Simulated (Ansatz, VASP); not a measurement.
**One calculation of BAs, two programs**

INCAR

```
SYSTEM = BAs
  ALGO = Normal
  EDIFF = 1E-8
  ENCUT = 520
  GGA = PE
  ISIF = 2
  ISMEAR = -1
  LASPH = .True.
  LCHARG = .False.
  LEFG = .True.
  LREAL = .False.
  LWAVE = .False.
  NBANDS = 11
  NELM = 100
  PREC = Accurate
  SIGMA = 0.03
```

Contents of KPOINTS:

```
k-points
0
Gamma
  10 10 10
  0 0 0
```

Contents of POSCAR:

```
BAs
1.0
    0.0000000000      1.8465198986      1.8465198986
    1.8465198986      0.0000000000      1.8465198986
    1.8465198986      1.8465198986      0.0000000000
B As
1 1
Direct
    0.7500000000      0.7500000000      0.7500000000
    0.0000000000      0.0000000000      0.0000000000
```

Input for Ansatz:

```yaml
crystal:
  lattice:
    - [0.0, 1.8465198986, 1.8465198986]
    - [1.8465198986, 0.0, 1.8465198986]
    - [1.8465198986, 1.8465198986, 0.0]
  atoms:
    - { symbol: B, position: [0.75, 0.75, 0.75] }
    - { symbol: As, position: [0.0, 0.0, 0.0] }
kpoints:
  mp_grid: { grid: [10, 10, 10] }
  band_path:
    path:
      - [0.0, 0.0, 0.0]
      - [-0.5, -0.5, 0.0]
      - [-0.375, -0.375, 0.25]
      - [-0.375, 0.0, 0.375]
      - [0.0, 0.0, 0.0]
      - [0.0, 0.0, 0.5]
      - [-0.5, -0.25, 0.25]
      - [-0.5, -0.5, 0.0]
    npoints: 6
scf:
  occupations: { method: fermi_dirac, width: 0.03 }
hamiltonian:
  xc: pbe
  pseudopotentials: { kind: paw }
output:
  forces: true
  stress: true
  eigenvalues: true
  efg: { contact_densities: true }
  populations: true
```

Change from the starting cell: volume scaled by 0.45, PAW files.

Alike in both runs: task electric field gradients; functional PBE; k mesh 10 × 10 × 10; occupations fermi-dirac, width 0.03 eV; no spin polarisation.

|  | VASP | Ansatz |
| --- | --- | --- |
| version | VASP 6.6.1 | Ansatz 0.2.0 |
| potentials or method | VASP PAW PBE potentials, release 64 (B, As) | PAW with Ansatz's default frozen-core files, scalar-relativistic |
| plane-wave cutoff (eV) | 520 | 420 |
| valence electrons in the cell | 8 | 18 |

VASP gave:

```
pressure (GPa) : 503.8
```

Problem. Which values does Ansatz return?

Solution. Pressure (GPa): 486.7.

Both programs put the cell under a high pressure, so it lies far from rest at this level. VASP's potentials hold 8 valence electrons a cell and Ansatz's 18, so a difference there can come from the potentials and not from the codes.

Noted on VASP's run: the cell as given lies far from equilibrium.
